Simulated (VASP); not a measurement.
## I: single point with PBEsol-based screened hybrid with 25 % exact exchange

The system is I.

```
I
1.0
     0.00000    2.38505    3.86395
     2.05012    0.00000    3.86395
     2.05012    2.38505    0.00000
I
1
Direct
  0.00000 0.00000 0.00000
```

```
Program             : VASP 6.6.1
Task                : single point
Functional          : PBEsol-based screened hybrid with 25 % exact exchange
Potentials or basis : VASP PAW PBE potentials, release 64 (I)
Cutoff              : 520 eV
k mesh              : 5 × 5 × 5
Occupations         : fermi-dirac, width 0.05 eV
Spin                : no spin polarisation
```

- Pressure: -0.2 GPa
- Band gap on the k mesh: zero (an odd number of electrons rules out a gap without spin polarisation)

Stress tensor (GPa, compression positive):
```
-0.19  0.00  0.00
 0.00 -0.31  0.00
 0.00  0.00 -0.04
```

Levels at points of the mesh, in eV from the Fermi level:
```
           k point  band 1  band 2  band 3  band 4  band 5  band 6  band 7  band 8
(0.00, 0.00, 0.00)  -15.20   -2.08    1.79    2.54    5.43    8.99    9.84   13.96
```

It took 21 min on 1 thread of Oxide Virtual Turin-like Processor, with other jobs on the host, peak memory 0.25 GiB.

Caveat: the k points lie up to 0.44 Å⁻¹ apart, too coarse for converged energies and pressures of a metal; the PAW data sets were made with another functional, which shifts forces and pressure a little; spin-orbit coupling is left out, which moves the levels of the heavy elements; an odd number of electrons without spin polarisation forces a metal; a magnetic or distorted state may lie lower.
